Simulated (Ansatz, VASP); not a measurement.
## Se in VASP and in Ansatz

```
Se
1.0
     2.12208    0.00000    0.00000
     0.00000    2.12208    0.00000
     0.00000    0.00000    2.12208
Se
1
Direct
  0.00000 0.00000 0.00000
```

Change from the starting cell: volume scaled by 0.45, crystal datasets.

Alike in both runs: task single point; functional LDA; k mesh 13 × 13 × 13; occupations fermi-dirac, width 0.08 eV; no spin polarisation.

```csv
,VASP,Ansatz
version,VASP 6.6.1,Ansatz 0.2.0
potentials or method,"VASP PAW LDA potentials, release 64 (Se), cutoff 520 eV","all-electron PAW with datasets made for the crystal, scalar-relativistic"
```

VASP gave:

| Quantity | Value |
| --- | --- |
| pressure (GPa) | 326.7 |

Which values does Ansatz return?

Pressure (GPa): 317.9.

LDA's correlation is that of Perdew and Zunger in VASP and of Perdew and Wang (1992) in Ansatz. Both programs put the cell under a high pressure, so it lies far from rest at this level. Ansatz ran all-electron here, and VASP with PAW potentials.

Noted on VASP's run: the cell as given lies far from equilibrium.
